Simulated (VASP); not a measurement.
# Na (Fd-3m) in VASP: a series of runs

The runs below take Na through relaxation of cell and atoms, with PBE.

Program: VASP 6.6.1. These are calculated values, not measurements. Logs are shortened: lines on timing, memory, paths and dates and some standing lists are left out, and cuts for length are marked.

## 1. The cell of the first run

Symmetry: Fd-3m, No. 227, cubic system. The conventional cell has a = 7.420 Å, b = 7.420 Å, c = 7.420 Å, α = 90.00°, β = 90.00°, γ = 90.00°. Within 4.2 Å of Na (site symmetry -43m) lie 4 Na at 3.21 Å.

This isn't the form of Na at room conditions, which is bcc.

## 2. Relaxation of cell and atoms, PBE

Input file INCAR:

```
SYSTEM = Na
ALGO = Normal ; EDIFF = 1E-7
EDIFFG = -0.02 ; ENCUT = 600
GGA = PE ; IBRION = 2
ISIF = 3 ; ISMEAR = -1
LASPH = .True. ; LCHARG = .False.
LREAL = .False. ; LWAVE = .False.
NELM = 80 ; NSW = 60
PREC = Accurate ; SIGMA = 0.1
```

Input file KPOINTS:

```
k-points
0
Gamma
  5 5 5
  0 0 0
```

Input file POSCAR:

```
Na
1.0
    0.0000000000      3.7100000000      3.7100000000
    3.7100000000      0.0000000000      3.7100000000
    3.7100000000      3.7100000000      0.0000000000
Na
2
Direct
    0.0000000000      0.0000000000      0.0000000000
    0.2500000000      0.2500000000      0.2500000000
```

Potentials or basis: VASP PAW PBE potentials, release 64 (Na_pv).

Command:

```
$ cat potpaw_PBE.64/Na_pv/POTCAR > POTCAR
$ mpirun -np 1 vasp_std > vasp.out
```

OUTCAR:

```text
SYSTEM = Na
   EDIFF = 1E-7
   EDIFFG = -0.02
   ENCUT = 600
   GGA = PE
   IBRION = 2
   ISIF = 3
   ISMEAR = -1
   LASPH = .True.
   LREAL = .False.
   NELM = 80
   NSW = 60
   PREC = Accurate

 ion  position               nearest neighbor table
   1  0.000  0.000  0.000-
   2  0.250  0.250  0.250-

  LATTYP: Found a face centered cubic cell.
 ALAT       =     7.4200000000

  Lattice vectors:

 A1 = (   0.0000000000,   3.7100000000,   3.7100000000)
 A2 = (   3.7100000000,   0.0000000000,   3.7100000000)
 A3 = (   3.7100000000,   3.7100000000,   0.0000000000)

Analysis of symmetry for initial positions (statically):
=====================================================================
 Subroutine PRICEL returns:
 Original cell was already a primitive cell.

 Routine SETGRP: Setting up the symmetry group for a
 face centered cubic supercell.

 Subroutine GETGRP returns: Found 48 space group operations
 (whereof 24 operations were pure point group operations)
 out of a pool of 48 trial point group operations.

The static configuration has the point symmetry T_d .
 The point group associated with its full space group is O_h .

Analysis of symmetry for dynamics (positions and initial velocities):
=====================================================================
 Subroutine PRICEL returns:
 Original cell was already a primitive cell.

 Routine SETGRP: Setting up the symmetry group for a
 face centered cubic supercell.

 Subroutine GETGRP returns: Found 48 space group operations
 (whereof 24 operations were pure point group operations)
 out of a pool of 48 trial point group operations.

The dynamic configuration has the point symmetry T_d .
 The point group associated with its full space group is O_h .

 Subroutine INISYM returns: Found 48 space group operations
 (whereof 24 operations are pure point group operations),
 and found     1 'primitive' translations

----------------------------------------------------------------------------------------

                                     Primitive cell

  volume of cell :     102.1296

  direct lattice vectors                    reciprocal lattice vectors
     0.000000000  3.710000000  3.710000000    -0.134770889  0.134770889  0.134770889
     3.710000000  0.000000000  3.710000000     0.134770889 -0.134770889  0.134770889
     3.710000000  3.710000000  0.000000000     0.134770889  0.134770889 -0.134770889

  length of vectors
     5.246732316  5.246732316  5.246732316     0.233430028  0.233430028  0.233430028

  position of ions in fractional coordinates (direct lattice)
     0.000000000  0.000000000  0.000000000
     0.250000000  0.250000000  0.250000000

  ion indices of the primitive-cell ions
   primitive index   ion index
                 1           1
                 2           2

----------------------------------------------------------------------------------------

 KPOINTS: k-points

Automatic generation of k-mesh.
 Grid dimensions read from file:
 generate k-points for:    5    5    5

 Generating k-lattice:

  Cartesian coordinates                     Fractional coordinates (reciprocal lattice)
    -0.026954178  0.026954178  0.026954178     0.200000000  0.000000000  0.000000000
     0.026954178 -0.026954178  0.026954178     0.000000000  0.200000000  0.000000000
     0.026954178  0.026954178 -0.026954178     0.000000000  0.000000000  0.200000000

  Length of vectors
     0.046686006  0.046686006  0.046686006

  Shift w.r.t. Gamma in fractional coordinates (k-lattice)
     0.000000000  0.000000000  0.000000000

 Subroutine IBZKPT returns following result:
 ===========================================

 Found     10 irreducible k-points:

 Following reciprocal coordinates:
            Coordinates               Weight
  0.000000  0.000000  0.000000      1.000000
  0.200000  0.000000  0.000000      8.000000
  0.400000  0.000000  0.000000      8.000000
  0.200000  0.200000  0.000000      6.000000
  0.400000  0.200000  0.000000     24.000000
 -0.400000  0.200000  0.000000     24.000000
 -0.200000  0.200000  0.000000     12.000000
  0.400000  0.400000  0.000000      6.000000
 -0.400000  0.400000  0.000000     12.000000
 -0.400000  0.400000  0.200000     24.000000
   k-points           NKPTS =     10   k-points in BZ     NKDIM =     10   number of bands    NBANDS=     11
   number of dos      NEDOS =    301   number of ions     NIONS =      2
   total plane-waves  NPLWV =  74088
   dimension x,y,z NGX =    42 NGY =   42 NGZ =   42
   dimension x,y,z NGXF=    84 NGYF=   84 NGZF=   84
   ions per type =               2
   NGX,Y,Z   is equivalent  to a cutoff of  13.31, 13.31, 13.31 a.u.
   NGXF,Y,Z  is equivalent  to a cutoff of  26.62, 26.62, 26.62 a.u.
 SYSTEM =  Na
   PREC   = accura    normal or accurate (medium, high low for compatibility)
   ISTART =      0    job   : 0-new  1-cont  2-samecut
   ICHARG =      2    charge: 1-file 2-atom 10-const
   ISPIN  =      1    spin polarized calculation?
   LNONCOLLINEAR =      F non collinear calculations
   LSORBIT =      F    spin-orbit coupling
   LASPH  =      T    aspherical Exc in radial PAW
   ENCUT  =  600.0 eV  44.10 Ry    6.64 a.u.  10.48 10.48 10.48*2*pi/ulx,y,z
   NELM   =     80;   NELMIN=  2; NELMDL= -5     # of ELM steps
   EDIFF  = 0.1E-06   stopping-criterion for ELM
   LREAL  =      F    real-space projection
   EDIFFG = -.2E-01   stopping-criterion for IOM
   NSW    =     60    number of steps for IOM
   IBRION =      2    ionic relax: 0-MD 1-quasi-New 2-CG
   NFREE  =      1    steps in history (QN), initial steepest desc. (CG)
   ISIF   =      3    stress and relaxation
   ISYM   =      2    0-nonsym 1-usesym 2-fastsym
   POTIM  = 0.5000    time-step for ionic-motion
   TEBEG  =    0.0;   TEEND  =   0.0 temperature during run
   PSTRESS=    0.0 pullay stress
   NELECT =      14.0000    total number of electrons
   NUPDOWN=      -1.0000    fix difference up-down
   EMIN   =  10.00;   EMAX   =-10.00  energy-range for DOS
   EFERMI =   0.00;   METHOD = LEGACY
   ISMEAR =    -1;   SIGMA  =   0.10  broadening in eV -4-tet -1-fermi 0-gaus
   EFERMI_NEDOS =   21; number of points for ismear=-14 and -15
   IALGO  =     38    algorithm
   IMIX   =      4    mixing-type and parameters
     AMIX     =   0.40;   BMIX     =  1.00
     AMIX_MAG =   1.60;   BMIX_MAG =  1.00
  volume/ion in A,a.u.               =      51.06       344.60
  Fermi-wavevector in a.u.,A,eV,Ry     =   0.844112  1.595141  9.694501  0.712526
  Thomas-Fermi vector in A             =   1.959088
   LORBIT       =      0    0 simple, 1 ext, 2 COOP (PROOUT), +10 PAW based schemes
   GGA     = PE    functional components
   LHFCALC =     F    Hartree Fock is set to
   AEXX    =    0.0000 exact exchange contribution
   IVDW    =     0    specifies the selected vdW correction
   LEPSILON=     F    determine dielectric tensor
   LRPA    =     F    only Hartree local field effects (RPA)
 conjugate gradient relaxation of ions
 non-spin polarized calculation
  energy-cutoff  :      600.00
  volume of cell :      102.13
 maximum number of plane-waves:      3479
 NGX is ok and might be reduce to    42
   NGX = 21   NGY = 21   NGZ = 21

--------------------------------------- Ionic step        1  -------------------------------------------

 number of electron      14.0000007 magnetization

 Free energy of the ion-electron system (eV)
  ---------------------------------------------------
  ext. energy  EPLUGINS =         0.00000000
  ---------------------------------------------------
  free energy    TOTEN  =        -1.95758941 eV

  energy without entropy =       -1.91490310  energy(sigma->0) =       -1.93624626

------------------------ aborting loop because EDIFF is reached ----------------------------------------

  FORCE on cell =-STRESS in cart. coord.  units (eV):
  Direction    XX          YY          ZZ          XY          YZ          ZX
  --------------------------------------------------------------------------------------
  -------------------------------------------------------------------------------------
  Total        0.1271417      0.1271417      0.1271417     -0.0000000     -0.0000000     -0.0000000
  in kB        1.9945582      1.9945582      1.9945582     -0.0000000     -0.0000000     -0.0000000
  external PRESSURE =       1.9945582 kB  Pullay stress =       0.0000000 kB

 VOLUME and BASIS-vectors are now :
 -----------------------------------------------------------------------------
  energy-cutoff  :      600.00
  volume of cell :      102.13
      direct lattice vectors                 reciprocal lattice vectors
     0.000000000  3.710000000  3.710000000    -0.134770889  0.134770889  0.134770889
     3.710000000  0.000000000  3.710000000     0.134770889 -0.134770889  0.134770889
     3.710000000  3.710000000  0.000000000     0.134770889  0.134770889 -0.134770889
[... 109 lines left out ...]
 POSITION                                       TOTAL-FORCE (eV/Angst)
 -----------------------------------------------------------------------------------
     -0.00000      3.82378      3.82378         0.000000      0.000000     -0.000000
      1.91189      1.91189      1.91189        -0.000000     -0.000000      0.000000
 -----------------------------------------------------------------------------------
    total drift:                               -0.000000     -0.000000      0.000000

  FREE ENERGIE OF THE ION-ELECTRON SYSTEM (eV)
  ---------------------------------------------------
  free  energy   TOTEN  =        -1.9608886542 eV

  energy  without entropy=       -1.9158351119  energy(sigma->0) =       -1.93836188

--------------------------------------- Ionic step        5  -------------------------------------------

 number of electron      13.9999984 magnetization

 Free energy of the ion-electron system (eV)
  ---------------------------------------------------
  ext. energy  EPLUGINS =         0.00000000
  ---------------------------------------------------
  free energy    TOTEN  =        -1.96153564 eV

  energy without entropy =       -1.91699464  energy(sigma->0) =       -1.93926514

 E-fermi :  -0.5991     XC(G=0):  -5.4913

 val. band max:       -1.1017189223   @ k =  -0.4000   0.4000   0.2000
 cond. band min:      -0.5335929162   @ k =  -0.4000   0.2000   0.0000
 fundamental gap:      0.5681260061
 Fermi energy:        -0.5991276828

 k-point     1 :       0.0000    0.0000    0.0000
  band No.  band energies     occupation
      1     -26.0390      2.00000
      2     -26.0390      2.00000
      3     -26.0390      2.00000
      4     -26.0055      2.00000
      5     -26.0055      2.00000
      6     -26.0055      2.00000
      7      -3.1567      2.00000
      8       3.9599      0.00000
      9       3.9599      0.00000
     10       3.9599      0.00000
     11       4.2855      0.00000

 k-point     2 :       0.2000    0.0000    0.0000
  band No.  band energies     occupation
      1     -26.0403      2.00000
      2     -26.0403      2.00000
      3     -26.0386      2.00000
      4     -26.0061      2.00000
      5     -26.0042      2.00000
      6     -26.0042      2.00000
      7      -2.8408      2.00000
      8       1.7924      0.00000
      9       3.4265      0.00000
     10       3.4265      0.00000
     11       4.4841      0.00000
[... 132 lines left out ...]
 POSITION                                       TOTAL-FORCE (eV/Angst)
 -----------------------------------------------------------------------------------
      0.00000      0.00000      0.00000         0.000000      0.000000     -0.000000
      1.89643      1.89643      1.89643        -0.000000     -0.000000      0.000000
 -----------------------------------------------------------------------------------
    total drift:                               -0.000000     -0.000000      0.000000

  FREE ENERGIE OF THE ION-ELECTRON SYSTEM (eV)
  ---------------------------------------------------
  free  energy   TOTEN  =        -1.9615356378 eV

  energy  without entropy=       -1.9169946368  energy(sigma->0) =       -1.93926514

 reached required accuracy - stopping structural energy minimisation
```

Wall time 1.8 min (1 thread of AMD EPYC 7R13, shared host); peak memory 0.21 GiB.

What came out:

```yaml
Free_energy: -1.9615 eV
Relaxed_volume: 54.56 Å³/atom
Relaxed_cell: a = 5.364 Å, b = 5.364 Å, c = 5.364 Å, α = 60.00°, β = 60.00°, γ = 60.00°
Space_group_after_relaxing_to_0.1_Å: Fd-3m (No. 227)
Energy_gained_by_relaxing: 2.0 meV/atom
Ionic_steps: 5
Pressure_after_relaxing: 0.0 GPa
Band_gap_on_the_k_mesh: zero (bands 7 and 8 overlap by 0.06 eV)
```

The path:
| step | energy change (eV) | largest force (eV/Å) | pressure (GPa) | volume (Å³) |
| --- | --- | --- | --- | --- |
| 1 | 0.0000 | 0.0000 | 0.20 | 102.13 |
| 2 | -0.0011 | 0.0000 | 0.17 | 103.07 |
| 3 | -0.0032 | 0.0000 | 0.09 | 105.93 |
| 4 | -0.0033 | 0.0000 | -0.07 | 111.82 |
| 5 | -0.0039 | 0.0000 | -0.01 | 109.13 |

Final structure:
```
Na
1.0
     0.00000    3.79286    3.79286
     3.79286    0.00000    3.79286
     3.79286    3.79286    0.00000
Na
2
Direct
  0.00000 0.00000 0.00000
  0.25000 0.25000 0.25000
```

Levels at points of the mesh, in eV from the Fermi level:
| k point | band 5 | band 6 | band 7 | band 8 | band 9 | band 10 |
| --- | --- | --- | --- | --- | --- | --- |
| (0.00, 0.00, 0.00) | -25.41 | -25.41 | -2.56 | 4.56 | 4.56 | 4.56 |

## 3. Relaxation of cell and atoms, PBE, target pressure 15 GPa, at which the enthalpy is minimised

Input file INCAR:

```
  PREC = Accurate
  ENCUT = 600
  EDIFF = 1E-6
  ISMEAR = -1
  SIGMA = 0.1
  LREAL = False
  LASPH = True
  NELM = 80
  ALGO = Normal
  ISIF = 3
  LWAVE = False
  LCHARG = False
  GGA = PE
  IBRION = 2
  NSW = 60
  EDIFFG = -0.02
  PSTRESS = 150.0
```

Input file KPOINTS:

```
Automatic mesh
0
Gamma
  5 5 5
```

POSCAR is that of step 2.

Potentials or basis: VASP PAW PBE potentials, release 64 (Na_pv).

Command:

```
$ cat potpaw_PBE.64/Na_pv/POTCAR > POTCAR
$ mpirun -np 1 vasp_std > vasp.out
```

It took 90 s on 1 thread of AMD EPYC 7R13, shared host; peak memory 0.22 GiB.

The run converged. Its results:

```yaml
Free_energy: -0.4930 eV
Relaxed_volume: 21.08 Å³/atom
Relaxed_cell: a = 3.907 Å, b = 3.907 Å, c = 3.907 Å, α = 60.00°, β = 60.00°, γ = 60.00°
Space_group_after_relaxing_to_0.1_Å: Fd-3m (No. 227)
Energy_change_on_relaxing_the_run_minimises_the_enthalpy: +732.3 meV/atom
Ionic_steps: 4
Pressure_after_relaxing: 15.0 GPa
Band_gap_on_the_k_mesh: zero (bands 7 and 8 overlap by 0.20 eV)
```

The path:
```
step  energy change (eV)  largest force (eV/Å)  pressure (GPa)  volume (Å³)
   1              0.0000                0.0000            0.20       102.13
   2              1.0721                0.0000           10.85        47.07
   3              1.3763                0.0000           14.08        43.13
   4              1.4646                0.0000           15.05        42.16
```

Final structure:
```xyz
2
Lattice="0.0000 2.7625 2.7625 2.7625 0.0000 2.7625 2.7625 2.7625 0.0000" Properties=species:S:1:pos:R:3 pbc="T T T"
Na    2.7625    2.7625    5.5250
Na    1.3812    1.3812    1.3812
```

Levels at points of the mesh, in eV from the Fermi level:
| k point | band 5 | band 6 | band 7 | band 8 | band 9 | band 10 |
| --- | --- | --- | --- | --- | --- | --- |
| (0.00, 0.00, 0.00) | -26.08 | -26.08 | -4.83 | 8.22 | 8.22 | 8.22 |

Caveat: the cell is relaxed towards a set pressure, so the run minimises the enthalpy, not the energy; the volume moved by over 15 % at a fixed basis, so the end points are rough.

(Part 1 of 2 ends here.)

The gap in the log of VASP goes by the Fermi energy; the results here count the filled bands.